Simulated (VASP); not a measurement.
W3C, 4 atoms in the cell. The cell holds a slab with vacuum, 4 atoms: a = 2.855 Å, b = 2.855 Å, c = 20.197 Å, α = 90.00°, β = 90.00°, γ = 120.00°. 

```yaml
Program: VASP 6.6.1
Task: relaxation of the atoms
Functional: PBE
Potentials_or_basis: VASP PAW PBE potentials, release 64 (W_sv, C)
Cutoff: 520 eV
k_mesh: 9 × 9 × 1
Occupations: gaussian, width 0.1 eV
Spin: no spin polarisation
Dipole_correction: yes
Atoms_held_fixed_from_0: "[0, 1, 2]"
Further_INCAR_settings: ALGO = Normal; EDIFF = 1e-06; IBRION = 2; EDIFFG = -0.025; NSW = 36
Atoms_held_along_some_axes_from_0: atom 3 along a and b
```

Potentials or basis: VASP PAW PBE potentials, release 64 (W_sv, C).

The run is started by

```console
$ cat potpaw_PBE.64/W_sv/POTCAR potpaw_PBE.64/C/POTCAR > POTCAR
$ mpirun -np 1 vasp_std > vasp.out
```

Hardware: 1 thread of Intel(R) Xeon(R) Platinum 8259CL CPU @ 2.50GHz (Skylake/Cascade Lake), on a shared host.

Question: Estimate the wall time of this run.

Answer: Run time: 9.2 min on 1 thread of Intel(R) Xeon(R) Platinum 8259CL CPU @ 2.50GHz (Skylake/Cascade Lake) (shared host), peak memory 0.33 GiB. Counts: scf iterations 64, k points 25, ion steps 4.
